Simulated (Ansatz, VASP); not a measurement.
## Two plane-wave programs on Ga

Contents of INCAR:

```
PREC = Accurate ; ENCUT = 520
EDIFF = 1E-6 ; ISMEAR = 1
SIGMA = 0.15 ; LREAL = False
LASPH = True ; NELM = 80
ALGO = Normal ; ISIF = 2
LWAVE = False ; LCHARG = False
GGA = PS ; NBANDS = 48
```

KPOINTS

```
regular mesh
0
Gamma
  4 4 4
```

POSCAR

```
Ga
1.0
   -2.9755000000      2.9755000000      2.9755000000
    2.9755000000     -2.9755000000      2.9755000000
    2.9755000000      2.9755000000     -2.9755000000
Ga
6
Direct
    0.2500000000      0.6250000000      0.3750000000
    0.3750000000      0.2500000000      0.6250000000
    0.7500000000      0.8750000000      0.1250000000
    0.1250000000      0.7500000000      0.8750000000
    0.6250000000      0.3750000000      0.2500000000
    0.8750000000      0.1250000000      0.7500000000
```

Input for Ansatz:

```yaml
crystal:
  lattice:
    - [-2.9755, 2.9755, 2.9755]
    - [2.9755, -2.9755, 2.9755]
    - [2.9755, 2.9755, -2.9755]
  atoms:
    - { symbol: Ga, position: [0.25, 0.625, 0.375] }
    - { symbol: Ga, position: [0.375, 0.25, 0.625] }
    - { symbol: Ga, position: [0.75, 0.875, 0.125] }
    - { symbol: Ga, position: [0.125, 0.75, 0.875] }
    - { symbol: Ga, position: [0.625, 0.375, 0.25] }
    - { symbol: Ga, position: [0.875, 0.125, 0.75] }
basis:
  ecutwfc: 500.0
kpoints:
  mp_grid:
    grid: [4, 4, 4]
hamiltonian:
  xc: pbesol
scf:
  algorithm: density_mixing
  self_checks: low
  occupations:
    method: cold
    width: 0.15
output:
  stress: true
```

Alike in both runs: task single point; functional PBEsol; k mesh 4 × 4 × 4; no spin polarisation.

|  | VASP | Ansatz |
| --- | --- | --- |
| version | VASP 6.6.1 | Ansatz 0.2.0 |
| potentials or method | VASP PAW PBE potentials, release 64 (Ga_d), cutoff 520 eV | plane waves, PAW |
| occupations | methfessel-paxton of order 1, width 0.15 eV | cold, width 0.15 eV |
| valence electrons in the cell | 78 | 78 |

```tsv
	VASP	Ansatz	Ansatz less VASP
pressure (GPa)	1.3	1.2	-0.08
```

VASP's potentials were made for PBE, not for PBEsol.

The k mesh is coarse, so the values compare programs but aren't converged.
